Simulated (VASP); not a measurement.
# AlNi3 (Pm-3m) in VASP: notebook

The runs below take AlNi3 through single point, with PBE.

All numbers are computed with VASP 6.6.1; they aren't measurements. Logs are shortened: lines on timing, memory, paths and dates and some standing lists are left out, and cuts for length are marked.

**1. The cell of the first run**

Symmetry: Pm-3m, No. 221, cubic system. The conventional cell has a = 3.523 Å, b = 3.523 Å, c = 3.523 Å, α = 90.00°, β = 90.00°, γ = 90.00°. Al (site symmetry m-3m) has 12 Ni at 2.49 Å within 3.3 Å. Ni (site symmetry 4/mmm) has 4 Al at 2.49 Å and 8 Ni at 2.49 Å within 3.3 Å.

**2. Single point, PBE, collinear spin, ferromagnetic start**

INCAR reads:

```
SYSTEM = AlNi3
  PREC = Accurate
  ENCUT = 520
  EDIFF = 1E-7
  ISMEAR = -1
  SIGMA = 0.03
  LREAL = .False.
  LASPH = .True.
  NELM = 150
  ALGO = Normal
  ISIF = 2
  LWAVE = .False.
  LCHARG = .True.
  ISPIN = 2
  MAGMOM = 0 0.22 0.22 0.22
  LORBIT = 11
  NUPDOWN = 0.66
  LMAXMIX = 4
  GGA = PE
  LELF = .True.
  LVHAR = .True.
  NBANDS = 28
```

KPOINTS reads:

```
regular mesh
0
Gamma
  10 10 10
  0 0 0
```

POSCAR reads:

```
AlNi3
1.0
    3.5230547267      0.0000000000      0.0000000000
    0.0000000000      3.5230547267      0.0000000000
    0.0000000000      0.0000000000      3.5230547267
Al Ni
1 3
Direct
    0.0000000000      0.0000000000      0.0000000000
    0.0000000000      0.5000000000      0.5000000000
    0.5000000000      0.0000000000      0.5000000000
    0.5000000000      0.5000000000      0.0000000000
```

Potentials or basis: VASP PAW PBE potentials, release 64 (Al, Ni).

On the command line:

```console
$ cat potpaw_PBE.64/Al/POTCAR potpaw_PBE.64/Ni/POTCAR > POTCAR
$ mpirun -np 1 vasp_std > vasp.out
```

OUTCAR:

```text
SYSTEM = AlNi3
   PREC = Accurate
   ENCUT = 520
   EDIFF = 1E-7
   ISMEAR = -1
   LREAL = .False.
   LASPH = .True.
   NELM = 150
   ISIF = 2
   ISPIN = 2
   LORBIT = 11
   NUPDOWN = 0.66
   GGA = PE

 ion  position               nearest neighbor table
   1  0.000  0.000  0.000-   2 2.49   3 2.49   4 2.49   2 2.49   3 2.49   2 2.49   4 2.49   2 2.49
                             3 2.49   4 2.49   3 2.49   4 2.49
   2  0.000  0.500  0.500-   1 2.49   3 2.49   4 2.49   1 2.49   4 2.49   1 2.49   3 2.49   1 2.49
                             3 2.49   4 2.49   4 2.49   3 2.49
   3  0.500  0.000  0.500-   1 2.49   2 2.49   4 2.49   1 2.49   4 2.49   2 2.49   4 2.49   4 2.49
                             1 2.49   2 2.49   1 2.49   2 2.49
   4  0.500  0.500  0.000-   1 2.49   2 2.49   3 2.49   2 2.49   3 2.49   1 2.49   3 2.49   3 2.49
                             1 2.49   2 2.49   2 2.49   1 2.49

  LATTYP: Found a simple cubic cell.
 ALAT       =     3.5230547267

  Lattice vectors:

 A1 = (   3.5230547267,   0.0000000000,   0.0000000000)
 A2 = (   0.0000000000,   3.5230547267,   0.0000000000)
 A3 = (   0.0000000000,   0.0000000000,   3.5230547267)

Analysis of symmetry for initial positions (statically):
=====================================================================
 Subroutine PRICEL returns:
 Original cell was already a primitive cell.

 Routine SETGRP: Setting up the symmetry group for a
 simple cubic supercell.

 Subroutine GETGRP returns: Found 48 space group operations
 (whereof 48 operations were pure point group operations)
 out of a pool of 48 trial point group operations.

The static configuration has the point symmetry O_h .

Analysis of symmetry for dynamics (positions and initial velocities):
=====================================================================
 Subroutine PRICEL returns:
 Original cell was already a primitive cell.

 Routine SETGRP: Setting up the symmetry group for a
 simple cubic supercell.

 Subroutine GETGRP returns: Found 48 space group operations
 (whereof 48 operations were pure point group operations)
 out of a pool of 48 trial point group operations.

The dynamic configuration has the point symmetry O_h .

Analysis of structural, dynamic, and magnetic symmetry:
=====================================================================
 Subroutine PRICEL returns:
 Original cell was already a primitive cell.

 Routine SETGRP: Setting up the symmetry group for a
 simple cubic supercell.

 Subroutine GETGRP returns: Found 48 space group operations
 (whereof 48 operations were pure point group operations)
 out of a pool of 48 trial point group operations.

The overall configuration has the point symmetry O_h .
[... 132 lines left out ...]
   LEPSILON=     F    determine dielectric tensor
   LRPA    =     F    only Hartree local field effects (RPA)
 spin polarized calculation
  energy-cutoff  :      520.00
  volume of cell :       43.73
 maximum number of plane-waves:      1208
 NGX is ok and might be reduce to    28
   NGX = 13   NGY = 13   NGZ = 13

 number of electron      32.9999980 magnetization       0.6600000

 Free energy of the ion-electron system (eV)
  ---------------------------------------------------
  ext. energy  EPLUGINS =         0.00000000
  ---------------------------------------------------
  free energy    TOTEN  =       -21.86398406 eV

  energy without entropy =      -21.85204492  energy(sigma->0) =      -21.85801449

 E-fermi :   9.9359     XC(G=0): -12.8542

 val. band max:        9.9340494448   @ k =   0.0000   0.0000   0.0000
 cond. band min:       9.9376578110   @ k =   0.5000   0.2000   0.0000
 fundamental gap:      0.0036083662
 Fermi energy:         9.8866316826

 spin component 1

 k-point     1 :       0.0000    0.0000    0.0000
  band No.  band energies     occupation
      1      -0.2347      1.00000
      2       5.4577      1.00000
      3       6.1436      1.00000
      4       6.1436      1.00000
      5       6.5086      1.00000
      6       6.5086      1.00000
[... 733 lines left out ...]
     27      23.0017      0.00000
     28      25.0230      0.00000

 [... further k-points ...]

 spin component 2

 k-point     1 :       0.0000    0.0000    0.0000
  band No.  band energies     occupation
      1      -0.2656      1.00000
      2       5.5266      1.00000
      3       6.2833      1.00000
      4       6.2833      1.00000
      5       6.7778      1.00000
      6       6.7779      1.00000
[... 733 lines left out ...]
     27      23.0262      0.00000
     28      25.0244      0.00000

 [... further k-points ...]

------------------------ aborting loop because EDIFF is reached ----------------------------------------

  FORCE on cell =-STRESS in cart. coord.  units (eV):
  Direction    XX          YY          ZZ          XY          YZ          ZX
  --------------------------------------------------------------------------------------
  -------------------------------------------------------------------------------------
  Total        1.9762831      1.9762831      1.9762831     -0.0000000      0.0000000     -0.0000000
  in kB       72.4105032     72.4105032     72.4105032     -0.0000000      0.0000000     -0.0000000
  external PRESSURE =      72.4105032 kB  Pullay stress =       0.0000000 kB

 VOLUME and BASIS-vectors are now :
 -----------------------------------------------------------------------------
  energy-cutoff  :      520.00
  volume of cell :       43.73
      direct lattice vectors                 reciprocal lattice vectors
     3.523054727  0.000000000  0.000000000     0.283844583  0.000000000  0.000000000
     0.000000000  3.523054727  0.000000000     0.000000000  0.283844583  0.000000000
     0.000000000  0.000000000  3.523054727     0.000000000  0.000000000  0.283844583

 POSITION                                       TOTAL-FORCE (eV/Angst)
 -----------------------------------------------------------------------------------
      0.00000      0.00000      0.00000         0.000000      0.000000      0.000000
      0.00000      1.76153      1.76153         0.000000      0.000000      0.000000
      1.76153      0.00000      1.76153         0.000000      0.000000      0.000000
      1.76153      1.76153      0.00000         0.000000      0.000000      0.000000
 -----------------------------------------------------------------------------------
    total drift:                                0.000000      0.000000      0.000000

  FREE ENERGIE OF THE ION-ELECTRON SYSTEM (eV)
  ---------------------------------------------------
  free  energy   TOTEN  =       -21.8639840564 eV

  energy  without entropy=      -21.8520449245  energy(sigma->0) =      -21.85801449

 total charge

# of ion       s       p       d       tot
------------------------------------------
    1        0.412   0.405   0.000   0.818
    2        0.507   0.546   8.395   9.448
    3        0.507   0.546   8.395   9.448
    4        0.507   0.546   8.395   9.448
--------------------------------------------------
tot          1.934   2.044  25.184  29.161

 magnetization (x)

# of ion       s       p       d       tot
------------------------------------------
    1       -0.001  -0.008   0.000  -0.009
    2       -0.003  -0.010   0.250   0.236
    3       -0.003  -0.010   0.250   0.236
    4       -0.003  -0.010   0.250   0.236
--------------------------------------------------
tot         -0.010  -0.039   0.749   0.699
```

OSZICAR:

```text
N       E                     dE             d eps       ncg     rms          rms(c)
DAV:   1     0.196112000377E+03    0.19611E+03   -0.13643E+04  6432   0.151E+03
DAV:   2    -0.134189467672E+02   -0.20953E+03   -0.19376E+03  6304   0.294E+02
DAV:   3    -0.258889020569E+02   -0.12470E+02   -0.11645E+02  7024   0.895E+01
DAV:   4    -0.261170597537E+02   -0.22816E+00   -0.22777E+00  7256   0.117E+01
DAV:   5    -0.261252998321E+02   -0.82401E-02   -0.82392E-02  7516   0.196E+00    0.199E+01
DAV:   6    -0.266303427512E+02   -0.50504E+00   -0.31014E+01  7312   0.101E+02    0.202E+01
DAV:   7    -0.219211380021E+02    0.47092E+01   -0.11491E+01  7504   0.545E+01    0.264E+00
DAV:   8    -0.218890150350E+02    0.32123E-01   -0.20107E-01  7276   0.361E+00    0.148E+00
DAV:   9    -0.218657793505E+02    0.23236E-01   -0.16854E-02  8696   0.187E+00    0.496E-01
DAV:  10    -0.218641278840E+02    0.16515E-02   -0.17148E-03  8448   0.399E-01    0.126E-01
DAV:  11    -0.218639911532E+02    0.13673E-03   -0.19045E-04  7324   0.141E-01    0.749E-02
DAV:  12    -0.218639837453E+02    0.74078E-05   -0.17265E-05  8908   0.612E-02    0.401E-02
DAV:  13    -0.218639860622E+02   -0.23169E-05   -0.38405E-06  8108   0.208E-02    0.162E-02
DAV:  14    -0.218639848826E+02    0.11796E-05   -0.95625E-07  7888   0.162E-02    0.536E-03
DAV:  15    -0.218639841711E+02    0.71152E-06   -0.32937E-07  7280   0.746E-03    0.150E-03
DAV:  16    -0.218639840334E+02    0.13777E-06   -0.54957E-08  3472   0.298E-03    0.821E-04
DAV:  17    -0.218639840564E+02   -0.22992E-07   -0.89346E-09  3416   0.923E-04
   1 F= -.21863984E+02 E0= -.21858014E+02  d E =-.119391E-01  mag=     0.6600
```

stdout:

```text
POSCAR found type information on POSCAR AlNi
 POSCAR found :  2 types and       4 ions
 scaLAPACK will be used
 LDA part: xc-table for (Slater+PW92), standard interpolation
 POSCAR, INCAR and KPOINTS ok, starting setup
 FFT: planning ... GRIDC
 FFT: planning ... GRID_SOFT
 FFT: planning ... GRID
 WAVECAR not read
 entering main loop
```

Run time: 73 s. Hardware: 1 thread of Intel Xeon 6975P-C (Granite Rapids), shared host; peak memory 0.23 GiB.

Results:

| Item | Value |
| --- | --- |
| Free energy | -21.8640 eV |
| Pressure | 7.2 GPa |
| Net moment | 0.66 μB per cell |
| Site moments | Al -0.01; Ni +0.24 μB |
| Valence electrons inside the program's atomic spheres | Al 0.82; Ni 9.45 |

Caveat: the cell stands under pressure; the total moment is fixed, so each spin has its own Fermi level.

**3. Single point, PBE, collinear spin, ferromagnetic start**

INCAR reads:

```
SYSTEM = AlNi3
ALGO     = Normal         ! electronic algorithm
EDIFF    = 1E-6           ! SCF threshold, eV
ENCUT    = 520            ! plane-wave cutoff, eV
GGA      = PE             ! functional
ISIF     = 2              ! what is computed and relaxed
ISMEAR   = -1             ! smearing method
ISPIN    = 2              ! spin polarisation
LASPH    = .TRUE.         ! aspherical terms in the spheres
LCHARG   = .FALSE.        ! write CHGCAR
LMAXMIX  = 4              ! l up to which the mixer works
LORBIT   = 11             ! projections on sites
LREAL    = .FALSE.        ! projectors in reciprocal space
LWAVE    = .FALSE.        ! write WAVECAR
MAGMOM   = 0 0.28 0.28 0.28 ! initial moments
NBANDS   = 28             ! bands
NELM     = 150            ! most SCF steps
NUPDOWN  = 0.84           ! fixed moment
PREC     = Accurate       ! precision mode
SIGMA    = 0.03           ! smearing width, eV
```

KPOINTS reads:

```
k-points
0
G
  10 10 10
  0 0 0
```

POSCAR is that of step 2.

Potentials or basis: VASP PAW PBE potentials, release 64 (Al, Ni).

On the command line:

```console
$ cat potpaw_PBE.64/Al/POTCAR potpaw_PBE.64/Ni/POTCAR > POTCAR
$ mpirun -np 1 vasp_std > vasp.out
```

Wall time 70 s (1 thread of Intel Xeon 6975P-C (Granite Rapids), shared host); peak memory 0.23 GiB.

It converged, with:

- Free energy: -21.8603 eV
- Pressure: 7.3 GPa
- Net moment: 0.84 μB per cell
- Site moments: Al -0.01; Ni +0.29 μB
- Valence electrons inside the program's atomic spheres: Al 0.82; Ni 9.45

Caveat: the cell stands under pressure; the total moment is fixed, so each spin has its own Fermi level.
